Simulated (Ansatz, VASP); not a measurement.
Two plane-wave programs on Nb

```
Nb
1.0
     2.83496    0.00000    0.00000
    -0.94499    2.67283    0.00000
     0.00000    0.00000   25.25890
Nb
5
Direct
  0.00000 0.00000 0.32025
  0.50000 0.50000 0.40822
  0.00000 0.00000 0.50000
  0.50000 0.50000 0.59178
  0.00000 0.00000 0.67975
```

Alike in both runs: functional PBEsol; k mesh 12 × 12 × 1; occupations fermi-dirac, width 0.1 eV; no spin polarisation.

Ansatz relaxed the structure, and its values are those at the end. VASP's run is a single point on that final structure, the one shown.

```csv
,VASP,Ansatz
version,VASP 6.6.1,Ansatz 0.2.0
potentials or method,"VASP PAW PBE potentials, release 64 (Nb_sv)","PAW with Ansatz's default frozen-core files, scalar-relativistic"
plane-wave cutoff (eV),520,420
valence electrons in the cell,65,65
```

```csv
,VASP,Ansatz,Ansatz less VASP
rms of the force components (eV/Å),0.004,0.000,-0.0035
```

VASP's potentials were made for PBE, not for PBEsol. Ansatz's warnings: stress scf threshold loose.
